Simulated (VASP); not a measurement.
Set up this calculation in VASP 6.6.1, as the native input.

* Task: single point
* Functional: PBE
* Dispersion: D3(BJ)
* Potentials or basis: VASP PAW PBE potentials, release 64 (Ti_sv, O)
* Cutoff: 600 eV
* k mesh: 4 × 4 × 6, shifted
* Occupations: gaussian, width 0.05 eV
* Spin: no spin polarisation
* Hubbard terms: Ti d U = 4.0 eV
* Dipole correction: no
* Further INCAR settings: ALGO = Normal; EDIFF = 1e-06; NBANDS = 60

The structure of TiO2 lies in POSCAR:

```
TiO2
1.0
    3.1965259836     -5.7301526949      0.0000000000
    3.1965259836      5.7301526949      0.0000000000
    0.0000000000      0.0000000000      3.7953514776
Ti O
4 8
Direct
    0.7500000000      0.2500000000      0.1854639095
    0.2500000000      0.2500000000      0.8657465201
    0.2500000000      0.7500000000      0.1854639095
    0.7500000000      0.7500000000      0.8657465201
    0.6155672309      0.8844327691      0.1571057612
    0.0000000000      0.0000000000      0.6555839856
    0.7500000000      0.2500000000      0.6587230308
    0.3844327691      0.1155672309      0.1571057612
    0.2500000000      0.7500000000      0.6587230308
    0.8844327691      0.6155672309      0.1571057612
    0.1155672309      0.3844327691      0.1571057612
    0.5000000000      0.5000000000      0.6555839856
```

The input as run:

INCAR

```
  PREC = Accurate
  ENCUT = 600
  EDIFF = 1E-6
  ISMEAR = 0
  SIGMA = 0.05
  LREAL = F
  LASPH = T
  NELM = 200
  ALGO = Normal
  ISIF = 2
  LWAVE = F
  LCHARG = T
  LMAXMIX = 4
  LDAU = T
  LDAUTYPE = 2
  LDAUL = 2 -1
  LDAUU = 4 0
  LDAUJ = 0 0
  LDAUPRINT = 1
  GGA = PE
  IVDW = 12
  LELF = T
  LVHAR = T
  NBANDS = 60
  GGA_COMPAT = F
```

KPOINTS

```
Automatic mesh
0
Gamma
  4 4 6
  0.5 0.5 0.5
```

Potentials or basis: VASP PAW PBE potentials, release 64 (Ti_sv, O).

Command:

```console
$ cat potpaw_PBE.64/Ti_sv/POTCAR potpaw_PBE.64/O/POTCAR > POTCAR
$ mpirun -np 1 vasp_std > vasp.out
```

Results of the run:

| Item | Value |
| --- | --- |
| Pressure | 2.8 GPa |
| Largest force | 1.566 eV/Å |
| Band gap on the k mesh | 2.67 eV |
| Dispersion energy per atom | -0.223 eV |

Caveat: the stress differs along the axes, from -1 to 10 GPa; a shifted mesh leaves out Γ, where band edges can lie; forces of over 1 eV/Å act on the atoms, so gaps and moduli don't describe the material at rest.

It took 7.5 min on 1 thread of Intel Xeon 8259CL, on a shared host, peak memory 0.36 GiB.
